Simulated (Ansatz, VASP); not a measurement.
**One calculation of GaN, two programs**

INCAR

```
SYSTEM = GaN
PREC = Accurate
ENCUT = 520
EDIFF = 1E-6
ISMEAR = -1
SIGMA = 0.02
LREAL = .False.
LASPH = .True.
NELM = 80
ALGO = Normal
ISIF = 2
LWAVE = .False.
LCHARG = .False.
GGA = PS
NBANDS = 16
```

KPOINTS

```
Automatic mesh
0
Gamma
  13 13 13
  0 0 0
```

POSCAR

```
GaN
1.0
   -0.0199250000      1.9825375000      1.9825375000
    1.9825375000     -0.0199250000      1.9825375000
    1.9825375000      1.9825375000     -0.0199250000
Ga N
1 1
Direct
    0.5000000000      0.5000000000      0.5000000000
    0.0000000000      0.0000000000      0.0000000000
```

Input for Ansatz:

```yaml
crystal:
  lattice:
    - [-0.019925, 1.9825375, 1.9825375]
    - [1.9825375, -0.019925, 1.9825375]
    - [1.9825375, 1.9825375, -0.019925]
  atoms:
    - { symbol: Ga, position: [0.5, 0.5, 0.5] }
    - { symbol: "N", position: [0.0, 0.0, 0.0] }
kpoints:
  mp_grid: { grid: [13, 13, 13] }
  band_path:
    path:
      - [0.0, 0.0, 0.0]
      - [0.5, 0.5, 0.5]
      - [0.2525443832, 0.5, 0.7474556168]
      - [-0.2525443832, 0.2525443832, 0.5]
      - [0.0, 0.0, 0.5]
      - [0.0, 0.0, 0.0]
      - [-0.3762721916, 0.0, 0.3762721916]
      - [0.0, 0.3762721916, 0.6237278084]
      - [0.0, 0.5, 0.5]
    npoints: 5
scf:
  occupations: { method: fermi_dirac, width: 0.02 }
hamiltonian:
  xc: pbesol
  pseudopotentials: { kind: all_electron, lapw: { basis_error: 0.001 } }
output:
  forces: true
  stress: true
  eigenvalues: true
```

Change from the starting cell: equal xy, yz and zx shear strains of -1 %.

Alike in both runs: task single point; functional PBEsol; k mesh 13 × 13 × 13; occupations fermi-dirac, width 0.02 eV; no spin polarisation.

```csv
,VASP,Ansatz
version,VASP 6.6.1,Ansatz 0.2.0
potentials or method,"VASP PAW PBE potentials, release 64 (Ga_d, N), cutoff 520 eV","all-electron LAPW, scalar-relativistic"
```

```csv
,VASP,Ansatz,Ansatz less VASP
gap on the k mesh at the Fermi level (eV),1.77,1.78,+0.013
pressure (GPa),59.4,58.8,-0.57
"traceless stress, the component that is largest in VASP (GPa)",2.62,2.62,+0.004
```

VASP's potentials were made for PBE, not for PBEsol. Both programs put the cell under a high pressure, so it lies far from rest at this level. Ansatz ran all-electron here, and VASP with PAW potentials.
